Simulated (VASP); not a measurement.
# ZrSnSe3 (P-6m2) in VASP: relaxation of cell and atoms with PBE

Aim: the relaxation of cell and atoms of ZrSnSe3 with PBE.

All numbers are computed with VASP 6.6.1; they aren't measurements. Logs are shortened: lines on timing, memory, paths and dates and some standing lists are left out, and cuts for length are marked.

## Step 1: The cell of the first run

It takes space group P-6m2 (No. 187, hexagonal). Conventional cell: a = 4.459 Å, b = 4.459 Å, c = 7.443 Å, α = 90.00°, β = 90.00°, γ = 120.00°. Within 3.4 Å of Zr (site symmetry -6m2) lie 9 Se at 2.57 to 3.22 Å. Within 4.1 Å of Sn (site symmetry -6m2) lie 8 Se at 3.14 to 3.72 Å. Within 4.1 Å of Se (site symmetry 3m) lie 3 Sn at 3.14 Å and 3 Zr at 3.22 Å and 5 Se at 3.22 to 3.86 Å. Within 3.4 Å of Se (site symmetry -6m2) lie 3 Zr at 2.57 Å and 6 Se at 3.22 Å.

The cell was built from a structure type or drawn by symmetry, and may not be a known phase.

## Step 2: Relaxation of cell and atoms, PBE

File INCAR:

```
ALGO     = Normal         # electronic algorithm
EDIFF    = 1E-7           # SCF threshold, eV
EDIFFG   = -0.01          # ionic threshold
ENCUT    = 600            # plane-wave cutoff, eV
GGA      = PE             # functional
IBRION   = 2              # ionic algorithm
ISIF     = 3              # what is computed and relaxed
ISMEAR   = 0              # smearing method
LASPH    = T              # aspherical terms in the spheres
LCHARG   = F              # write CHGCAR
LREAL    = F              # projectors in reciprocal space
LWAVE    = F              # write WAVECAR
NELM     = 80             # most SCF steps
NSW      = 100            # ionic steps
PREC     = Accurate       # precision mode
SIGMA    = 0.1            # smearing width, eV
```

File KPOINTS:

```
k-points
0
Gamma
  12 12 6
```

File POSCAR:

```
ZrSnSe3
1.0
    4.4586521706      0.0000000000      0.0000000000
   -2.2293260853      3.8613060464      0.0000000000
    0.0000000000      0.0000000000      7.4434410279
Zr Sn Se
1 1 3
Direct
    0.3333333333      0.6666666667      0.0000000000
    0.0000000000      0.0000000000      0.5000000000
    0.6666666667      0.3333333333      0.2594042880
    0.6666666667      0.3333333333      0.7405957120
    0.0000000000      0.0000000000      0.0000000000
```

Potentials or basis: VASP PAW PBE potentials, release 64 (Zr_sv, Sn_d, Se).

On the command line:

```bash
$ cat potpaw_PBE.64/Zr_sv/POTCAR potpaw_PBE.64/Sn_d/POTCAR potpaw_PBE.64/Se/POTCAR > POTCAR
$ mpirun -np 1 vasp_std > vasp.out
```

OUTCAR:

```text
EDIFF = 1E-7
   EDIFFG = -0.01
   ENCUT = 600
   GGA = PE
   IBRION = 2
   ISIF = 3
   ISMEAR = 0
   LASPH = T
   LREAL = F
   NELM = 80
   NSW = 100
   PREC = Accurate

 ion  position               nearest neighbor table
   1  0.333  0.667  0.000-   5 2.57   5 2.57   5 2.57   3 3.22   4 3.22   3 3.22   4 3.22   3 3.22
                             4 3.22
   2  0.000  0.000  0.500-   3 3.14   4 3.14   3 3.14   4 3.14   3 3.14   4 3.14
   3  0.667  0.333  0.259-   2 3.14   2 3.14   2 3.14   1 3.22   1 3.22   1 3.22
   4  0.667  0.333  0.741-   2 3.14   2 3.14   2 3.14   1 3.22   1 3.22   1 3.22
   5  0.000  0.000  0.000-   1 2.57   1 2.57   1 2.57

  LATTYP: Found a hexagonal cell.
 ALAT       =     4.4586521706
 C/A-ratio  =     1.6694374764

  Lattice vectors:

 A1 = (   4.4586521706,   0.0000000000,   0.0000000000)
 A2 = (  -2.2293260853,   3.8613060464,   0.0000000000)
 A3 = (   0.0000000000,   0.0000000000,   7.4434410279)

Analysis of symmetry for initial positions (statically):
=====================================================================
 Subroutine PRICEL returns:
 Original cell was already a primitive cell.

 Routine SETGRP: Setting up the symmetry group for a
 hexagonal supercell.

 Subroutine GETGRP returns: Found 12 space group operations
 (whereof 12 operations were pure point group operations)
 out of a pool of 24 trial point group operations.

The static configuration has the point symmetry D_3h.

Analysis of symmetry for dynamics (positions and initial velocities):
=====================================================================
 Subroutine PRICEL returns:
 Original cell was already a primitive cell.

 Routine SETGRP: Setting up the symmetry group for a
 hexagonal supercell.

 Subroutine GETGRP returns: Found 12 space group operations
 (whereof 12 operations were pure point group operations)
 out of a pool of 24 trial point group operations.

The dynamic configuration has the point symmetry D_3h.

 Subroutine INISYM returns: Found 12 space group operations
 (whereof 12 operations are pure point group operations),
 and found     1 'primitive' translations

----------------------------------------------------------------------------------------

                                     Primitive cell

  volume of cell :     128.1479

  direct lattice vectors                    reciprocal lattice vectors
     4.458652171  0.000000000  0.000000000     0.224283026  0.129489865  0.000000000
    -2.229326085  3.861306046  0.000000000     0.000000000  0.258979731  0.000000000
     0.000000000  0.000000000  7.443441028     0.000000000  0.000000000  0.134346466

  length of vectors
     4.458652171  4.458652171  7.443441028     0.258979731  0.258979731  0.134346466

  position of ions in fractional coordinates (direct lattice)
     0.333333333  0.666666667  0.000000000
     0.000000000  0.000000000  0.500000000
     0.666666667  0.333333333  0.259404288
     0.666666667  0.333333333  0.740595712
     0.000000000  0.000000000  0.000000000

  ion indices of the primitive-cell ions
   primitive index   ion index
                 1           1
                 2           2
                 3           3
                 4           4
                 5           5

----------------------------------------------------------------------------------------

 KPOINTS: k-points

Automatic generation of k-mesh.
 Grid dimensions read from file:
 generate k-points for:   12   12    6

 Generating k-lattice:

  Cartesian coordinates                     Fractional coordinates (reciprocal lattice)
     0.018690252  0.010790822  0.000000000     0.083333333  0.000000000  0.000000000
     0.000000000  0.021581644  0.000000000     0.000000000  0.083333333  0.000000000
[... 70 lines left out ...]
   NUPDOWN=      -1.0000    fix difference up-down
   EMIN   =  10.00;   EMAX   =-10.00  energy-range for DOS
   EFERMI =   0.00;   METHOD = LEGACY
   ISMEAR =     0;   SIGMA  =   0.10  broadening in eV -4-tet -1-fermi 0-gaus
   EFERMI_NEDOS =   21; number of points for ismear=-14 and -15
   IALGO  =     38    algorithm
   IMIX   =      4    mixing-type and parameters
     AMIX     =   0.40;   BMIX     =  1.00
     AMIX_MAG =   1.60;   BMIX_MAG =  1.00
  volume/ion in A,a.u.               =      25.63       172.96
  Fermi-wavevector in a.u.,A,eV,Ry     =   1.146362  2.166310 17.880047  1.314146
  Thomas-Fermi vector in A             =   2.283047
   LORBIT       =      0    0 simple, 1 ext, 2 COOP (PROOUT), +10 PAW based schemes
   GGA     = PE    functional components
   LHFCALC =     F    Hartree Fock is set to
   AEXX    =    0.0000 exact exchange contribution
   IVDW    =     0    specifies the selected vdW correction
   LEPSILON=     F    determine dielectric tensor
   LRPA    =     F    only Hartree local field effects (RPA)
 conjugate gradient relaxation of ions
 non-spin polarized calculation
 Gauss-broadening in eV      SIGMA  =   0.10
  energy-cutoff  :      600.00
  volume of cell :      128.15
 maximum number of plane-waves:      4311
 NGX is ok and might be reduce to    36
   NGX = 17   NGY = 17   NGZ = 29

--------------------------------------- Ionic step        1  -------------------------------------------

 number of electron      44.0000000 magnetization

 Free energy of the ion-electron system (eV)
  ---------------------------------------------------
  ext. energy  EPLUGINS =         0.00000000
  ---------------------------------------------------
  free energy    TOTEN  =       -25.56212936 eV

  energy without entropy =      -25.56072964  energy(sigma->0) =      -25.56142950

------------------------ aborting loop because EDIFF is reached ----------------------------------------

  FORCE on cell =-STRESS in cart. coord.  units (eV):
  Direction    XX          YY          ZZ          XY          YZ          ZX
  --------------------------------------------------------------------------------------
  -------------------------------------------------------------------------------------
  Total        0.0505793      0.0505793     -0.0111687      0.0000000      0.0000000      0.0000000
  in kB        0.6323708      0.6323708     -0.1396372      0.0000000      0.0000000      0.0000000
  external PRESSURE =       0.3750348 kB  Pullay stress =       0.0000000 kB

 VOLUME and BASIS-vectors are now :
 -----------------------------------------------------------------------------
  energy-cutoff  :      600.00
  volume of cell :      128.15
      direct lattice vectors                 reciprocal lattice vectors
     4.458652171  0.000000000  0.000000000     0.224283026  0.129489865  0.000000000
    -2.229326085  3.861306046  0.000000000     0.000000000  0.258979731  0.000000000
     0.000000000  0.000000000  7.443441028     0.000000000  0.000000000  0.134346466

 POSITION                                       TOTAL-FORCE (eV/Angst)
 -----------------------------------------------------------------------------------
     -0.00000      2.57420      0.00000         0.000000      0.000000      0.000000
      0.00000      0.00000      3.72172        -0.000000      0.000000      0.000000
      2.22933      1.28710      1.93086        -0.000000      0.000000      0.003276
      2.22933      1.28710      5.51258        -0.000000     -0.000000     -0.003276
      0.00000      0.00000      0.00000        -0.000000      0.000000      0.000000
 -----------------------------------------------------------------------------------
    total drift:                                0.000000     -0.000000     -0.000000

  FREE ENERGIE OF THE ION-ELECTRON SYSTEM (eV)
  ---------------------------------------------------
  free  energy   TOTEN  =       -25.5621293627 eV

  energy  without entropy=      -25.5607296445  energy(sigma->0) =      -25.56142950

--------------------------------------- Ionic step        2  -------------------------------------------

 number of electron      44.0000000 magnetization

 Free energy of the ion-electron system (eV)
  ---------------------------------------------------
  ext. energy  EPLUGINS =         0.00000000
  ---------------------------------------------------
  free energy    TOTEN  =       -25.56214206 eV

  energy without entropy =      -25.56074489  energy(sigma->0) =      -25.56144347

 E-fermi :   5.8864     XC(G=0):  -9.7440

 val. band max:        5.8736331541   @ k =   0.0000   0.0000   0.5000
 cond. band min:       5.9151281331   @ k =   0.3333   0.3333   0.3333
 fundamental gap:      0.0414949791
 Fermi energy:         5.8864214911

 k-point     1 :       0.0000    0.0000    0.0000
  band No.  band energies     occupation
      1     -44.4750      2.00000
      2     -22.5561      2.00000
      3     -22.4454      2.00000
      4     -22.4454      2.00000
      5     -16.3301      2.00000
      6     -16.3301      2.00000
[... 685 lines left out ...]
     25       7.1177      0.00000
     26       7.5399      0.00000

 [... further k-points ...]

------------------------ aborting loop because EDIFF is reached ----------------------------------------

  FORCE on cell =-STRESS in cart. coord.  units (eV):
  Direction    XX          YY          ZZ          XY          YZ          ZX
  --------------------------------------------------------------------------------------
  -------------------------------------------------------------------------------------
  Total       -0.0264819     -0.0264819     -0.0322126      0.0000000      0.0000000     -0.0000000
  in kB       -0.3308048     -0.3308048     -0.4023906      0.0000000      0.0000000     -0.0000000
  external PRESSURE =      -0.3546667 kB  Pullay stress =       0.0000000 kB

 VOLUME and BASIS-vectors are now :
 -----------------------------------------------------------------------------
  energy-cutoff  :      600.00
  volume of cell :      128.26
      direct lattice vectors                 reciprocal lattice vectors
     4.460828064  0.000000000  0.000000000     0.224173626  0.129426703 -0.000000000
    -2.230414032  3.863190425  0.000000000    -0.000000000  0.258853406 -0.000000000
     0.000000000  0.000000000  7.442638912     0.000000000 -0.000000000  0.134360945

 POSITION                                       TOTAL-FORCE (eV/Angst)
 -----------------------------------------------------------------------------------
     -0.00000      2.57546      0.00000        -0.000000      0.000000      0.000000
      4.46083      0.00000      3.72132         0.000000     -0.000000      0.000000
      2.23041      1.28773      1.93081         0.000000      0.000000      0.000238
      2.23041      1.28773      5.51183         0.000000     -0.000000     -0.000238
      4.46083      0.00000      0.00000         0.000000     -0.000000      0.000000
 -----------------------------------------------------------------------------------
    total drift:                                0.000000     -0.000000      0.000000

  FREE ENERGIE OF THE ION-ELECTRON SYSTEM (eV)
  ---------------------------------------------------
  free  energy   TOTEN  =       -25.5621420556 eV

  energy  without entropy=      -25.5607448857  energy(sigma->0) =      -25.56144347

 reached required accuracy - stopping structural energy minimisation
```

Wall time 5.8 min (1 thread of Intel Xeon 6975P-C (Granite Rapids), shared host); peak memory 0.49 GiB.

Results:

```
Free energy                           : -25.5621 eV
Relaxed volume                        : 25.65 Å³/atom
Relaxed cell                          : a = 4.461 Å, b = 4.461 Å, c = 7.443 Å, α = 90.00°, β = 90.00°, γ = 120.00°
Space group after relaxing (to 0.1 Å) : P-6m2 (No. 187)
Energy gained by relaxing             : 0.0 meV/atom
Ionic steps                           : 2
Pressure after relaxing               : 0.0 GPa
Band gap on the k mesh                : zero (bands 22 and 23 overlap by 0.15 eV)
```

Final structure:
```yaml
crystal:
  lattice:
    - [4.46083, 0.00000, 0.00000]
    - [-2.23041, 3.86319, 0.00000]
    - [0.00000, 0.00000, 7.44264]
  atoms:
    - { symbol: Zr, position: [0.33333, 0.66667, 0.00000] }
    - { symbol: Sn, position: [0.00000, 0.00000, 0.50000] }
    - { symbol: Se, position: [0.66667, 0.33333, 0.25943] }
    - { symbol: Se, position: [0.66667, 0.33333, 0.74057] }
    - { symbol: Se, position: [0.00000, 0.00000, 0.00000] }
```

Levels at points of the mesh, in eV from the Fermi level:
```csv
k point,band 19,band 20,band 21,band 22,band 23,band 24,band 25,band 26
"(0.00, 0.00, 0.00)",-2.12,-1.96,-1.96,-1.47,0.09,0.48,0.48,1.46
"(0.50, 0.00, 0.00)",-2.45,-2.10,-1.53,-0.67,0.40,0.77,1.44,1.81
"(0.00, 0.00, 0.50)",-2.63,-1.45,-1.45,-0.15,-0.01,-0.01,0.05,1.94
"(0.50, 0.00, 0.50)",-2.84,-1.87,-1.84,-1.55,0.46,0.48,1.83,1.88
```

Caveat: spin-orbit coupling is left out, which moves the levels of the heavy elements.
